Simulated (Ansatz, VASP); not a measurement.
Two plane-wave programs on MnSb

```xyz
2
Lattice="0.0000 2.6522 2.6522 2.6522 0.0000 2.6522 2.6522 2.6522 0.0000" Properties=species:S:1:pos:R:3 pbc="T T T"
Mn    0.0000    0.0000    0.0000
Sb    2.6522    2.6522    2.6522
```

Alike in both runs: task relaxation of cell and atoms; functional PBE; k mesh 11 × 11 × 11; occupations fermi-dirac, width 0.03 eV; collinear spin.

|  | VASP | Ansatz |
| --- | --- | --- |
| version | VASP 6.6.1 | Ansatz 0.2.0 |
| potentials or method | VASP PAW PBE potentials, release 64 (Mn_pv, Sb) | PAW with Ansatz's default frozen-core files, scalar-relativistic |
| plane-wave cutoff (eV) | 600 | 420 |
| valence electrons in the cell | 18 | 30 |

|  | VASP | Ansatz | Ansatz less VASP |
| --- | --- | --- | --- |
| net moment per atom (μB) | 1.89 | 1.89 | +0.002 |
| size of the moment on the site where the two differ most (μB) | 3.72 | 3.76 | +0.039 |
| relaxed volume (Å³/atom) | 21.61 | 21.62 | +0.007 |
| relaxed length of the cell vector where the two differ most in proportion (Å) | 3.939 | 3.940 | +0.0004 |

Site moments also hang on the region over which each program counts them. VASP's potentials hold 18 valence electrons a cell and Ansatz's 30, so a difference there can come from the potentials and not from the codes.

Neither program's run includes spin-orbit coupling. Noted on VASP's run: the volume moved by over 15 % at a fixed basis, so the end points are rough.
